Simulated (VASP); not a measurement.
CaSn2:

```xyz
3
Lattice="0.0000 3.3909 3.3909 3.3909 0.0000 3.3909 3.3909 3.3909 0.0000" Properties=species:S:1:pos:R:3 pbc="T T T"
Ca    0.0000    0.0000    0.0000
Sn    1.6954    1.6954    1.6954
Sn    5.0863    5.0863    5.0863
```

- Program: VASP 6.6.1
- Task: relaxation of cell and atoms
- Functional: PBE
- Potentials or basis: VASP PAW PBE potentials, release 64 (Ca_sv, Sn_d)
- Cutoff: 600 eV
- k mesh: 4 × 4 × 4
- Occupations: gaussian, width 0.1 eV
- Spin: no spin polarisation

At the start: pressure 10.7 GPa; volume 25.99 Å³/atom.

Where does the relaxation end?

Over 3 steps the energy falls by 175.5 meV/atom and the volume is 32.43 Å³/atom (+24.8 %); space group Fm-3m (No. 225, to 0.1 Å) before and after.

Step by step:
| step | energy change (eV) | largest force (eV/Å) | pressure (GPa) | volume (Å³) |
| --- | --- | --- | --- | --- |
| 1 | 0.0000 | 0.0000 | 10.67 | 77.98 |
| 2 | -0.5239 | 0.0000 | -0.47 | 99.20 |
| 3 | -0.5264 | 0.0000 | 0.07 | 97.29 |

Final structure:
```cif
data_structure
_symmetry_space_group_name_H-M 'P 1'
_symmetry_Int_Tables_number 1
_cell_length_a 5.1625
_cell_length_b 5.1625
_cell_length_c 5.1625
_cell_angle_alpha 60.000
_cell_angle_beta 60.000
_cell_angle_gamma 60.000
_cell_volume 97.29
loop_
_atom_site_label
_atom_site_type_symbol
_atom_site_fract_x
_atom_site_fract_y
_atom_site_fract_z
_atom_site_occupancy
Ca1 Ca 0.00000 0.00000 0.00000 1
Sn1 Sn 0.25000 0.25000 0.25000 1
Sn2 Sn 0.75000 0.75000 0.75000 1
```

Caveat: the k points lie up to 0.37 Å⁻¹ apart in the final cell; the volume moved by over 15 % at a fixed basis, so the end points are rough.
